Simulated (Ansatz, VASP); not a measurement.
## Two plane-wave programs on Nb2Si

File INCAR:

```
SYSTEM = Nb2Si
PREC     = Accurate       ! precision mode
ENCUT    = 600            ! plane-wave cutoff, eV
EDIFF    = 1E-6           ! SCF threshold, eV
ISMEAR   = 0              ! smearing method
SIGMA    = 0.1            ! smearing width, eV
LREAL    = .False.        ! projectors in reciprocal space
LASPH    = .True.         ! aspherical terms in the spheres
NELM     = 60             ! most SCF steps
ALGO     = Normal         ! electronic algorithm
ISIF     = 3              ! what is computed and relaxed
LWAVE    = .False.        ! write WAVECAR
LCHARG   = .False.        ! write CHGCAR
GGA      = PE             ! functional
IBRION   = 2              ! ionic algorithm
NSW      = 90             ! ionic steps
EDIFFG   = -0.04          ! ionic threshold
```

Contents of KPOINTS:

```
Automatic mesh
0
Gamma
  4 4 4
  0 0 0
```

File POSCAR:

```
Nb2Si
1.0
    0.0000000000      3.6094012044      3.6094012044
    3.6094012044      0.0000000000      3.6094012044
    3.6094012044      3.6094012044      0.0000000000
Nb Si
4 2
Direct
    0.6250000000      0.6250000000      0.6250000000
    0.1250000000      0.6250000000      0.6250000000
    0.6250000000      0.6250000000      0.1250000000
    0.6250000000      0.1250000000      0.6250000000
    0.0000000000      0.0000000000      0.0000000000
    0.2500000000      0.2500000000      0.2500000000
```

Input for Ansatz:

```yaml
crystal:
  lattice:
    - [0.0, 3.6094012044, 3.6094012044]
    - [3.6094012044, 0.0, 3.6094012044]
    - [3.6094012044, 3.6094012044, 0.0]
  atoms:
    - { symbol: Nb, position: [0.625, 0.625, 0.625] }
    - { symbol: Nb, position: [0.125, 0.625, 0.625] }
    - { symbol: Nb, position: [0.625, 0.625, 0.125] }
    - { symbol: Nb, position: [0.625, 0.125, 0.625] }
    - { symbol: Si, position: [0.0, 0.0, 0.0] }
    - { symbol: Si, position: [0.25, 0.25, 0.25] }
basis:
  ecutwfc: 420
kpoints:
  mp_grid: { grid: [4, 4, 4] }
hamiltonian:
  xc: pbe
scf:
  occupations: { method: gaussian, width: 0.1 }
  lower_state_search: "off"
output:
  forces: true
  stress: true
  eigenvalues: true
relax:
  adjacent_minimum: "off"
  f_tol: 0.04
  max_steps: 70
  cell: { stress_tol: 0.4 }
```

Alike in both runs: task relaxation of cell and atoms; functional PBE; k mesh 4 × 4 × 4; occupations gaussian, width 0.1 eV; no spin polarisation.

|  | VASP | Ansatz |
| --- | --- | --- |
| version | VASP 6.6.1 | Ansatz 0.2.0 |
| potentials or method | VASP PAW PBE potentials, release 64 (Nb_sv, Si), cutoff 600 eV | scalar-relativistic, plane waves, PAW |
| valence electrons in the cell | 60 | 60 |

```csv
,VASP,Ansatz,Ansatz less VASP
"gap on the k mesh at the Fermi level, each at its own relaxed structure (eV)",0.04,0.04,-0.001
relaxed volume (Å³/atom),18.13,18.12,-0.005
relaxed cell length with the largest relative difference (Å),5.358,5.358,-0.0005
```

Noted on VASP's run: the volume moved by over 15 % at a fixed basis, so the end points are rough.
